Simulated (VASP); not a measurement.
Write the native input for VASP 6.6.1 that does the following.

| Item | Value |
| --- | --- |
| Task | single point |
| Functional | PBE |
| Potentials or basis | VASP PAW PBE potentials, release 64 (Co, O) |
| Cutoff | 600 eV |
| k mesh | 6 × 6 × 6 |
| Occupations | fermi-dirac, width 0.05 eV |
| Spin | collinear spin, ferromagnetic start |
| Starting moments | [2.7, 0.0] μB |
| Hubbard terms | Co d U = 3.3 eV |
| Dipole correction | no |
| Further INCAR settings | ALGO = Normal; EDIFF = 1e-06; NBANDS = 18 |

The structure of CoO lies in POSCAR:

```
CoO
1.0
    0.0000000000      2.1300000000      2.1300000000
    2.1300000000      0.0000000000      2.1300000000
    2.1300000000      2.1300000000      0.0000000000
Co O
1 1
Direct
    0.0000000000      0.0000000000      0.0000000000
    0.5000000000      0.5000000000      0.5000000000
```

These files were run (other wordings do the same):

INCAR

```
PREC = Accurate ; ENCUT = 600
EDIFF = 1E-6 ; ISMEAR = -1
SIGMA = 0.05 ; LREAL = F
LASPH = T ; NELM = 200
ALGO = Normal ; ISIF = 2
LWAVE = F ; LCHARG = T
ISPIN = 2 ; MAGMOM = 2.7 0
LORBIT = 11 ; LMAXMIX = 4
LDAU = T ; LDAUTYPE = 2
LDAUL = 2 -1 ; LDAUU = 3.3 0
LDAUJ = 0 0 ; LDAUPRINT = 1
GGA = PE ; LELF = T
LVHAR = T ; NBANDS = 18
GGA_COMPAT = F
```

KPOINTS

```
regular mesh
0
Gamma
  6 6 6
```

Potentials or basis: VASP PAW PBE potentials, release 64 (Co, O).

Command:

```sh
$ cat potpaw_PBE.64/Co/POTCAR potpaw_PBE.64/O/POTCAR > POTCAR
$ mpirun -np 1 vasp_std > vasp.out
```

Results of the run:

| Item | Value |
| --- | --- |
| Pressure | -1.9 GPa |
| Band gap on the k mesh | zero (filled and empty bands overlap) |
| Net moment | 2.99 μB per cell |
| Site moments | Co +2.73; O +0.25 μB |
| Valence electrons inside the program's atomic spheres | Co 7.80; O 5.00 |

Caveat: the k points lie up to 0.43 Å⁻¹ apart, too coarse for converged energies and pressures of a metal; a cell with one magnetic atom can't hold antiferromagnetic order, which such compounds often take.

It took 7.2 s on 1 thread of Intel(R) Xeon(R) 6975P-C (Granite Rapids), on a shared host, peak memory 0.15 GiB.
